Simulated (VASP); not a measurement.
Input of a VASP 6.6.1 run:

Contents of INCAR:

```
  PREC = Accurate
  ENCUT = 520
  EDIFF = 1E-6
  ISMEAR = 0
  SIGMA = 0.1
  LREAL = False
  LASPH = True
  NELM = 100
  ALGO = Normal
  ISIF = 2
  LWAVE = False
  LCHARG = False
  GGA = PE
  NBANDS = 18
```

Contents of KPOINTS:

```
Automatic mesh
0
Gamma
  12 12 12
```

POSCAR

```
TiAl3
1.0
    3.4917135385      0.0000000000      0.0000000000
    0.0000000000      3.4917135385      0.0000000000
    0.0000000000      0.0000000000      3.4917135385
Ti Al
1 3
Direct
    0.0000000000      0.0000000000      0.0000000000
    0.5000000000      0.5000000000      0.0000000000
    0.5000000000      0.0000000000      0.5000000000
    0.0000000000      0.5000000000      0.5000000000
```

Potentials or basis: VASP PAW PBE potentials, release 64 (Ti_sv, Al).

Run with:

```console
$ cat potpaw_PBE.64/Ti_sv/POTCAR potpaw_PBE.64/Al/POTCAR > POTCAR
$ mpirun -np 1 vasp_std > vasp.out
```

Q: Estimate the band gap on the k mesh.

A: Zero (an odd number of electrons rules out a gap without spin polarisation).

Q: Predict the pressure.

A: 90.0 GPa.

Caveat: the cell stands under pressure.
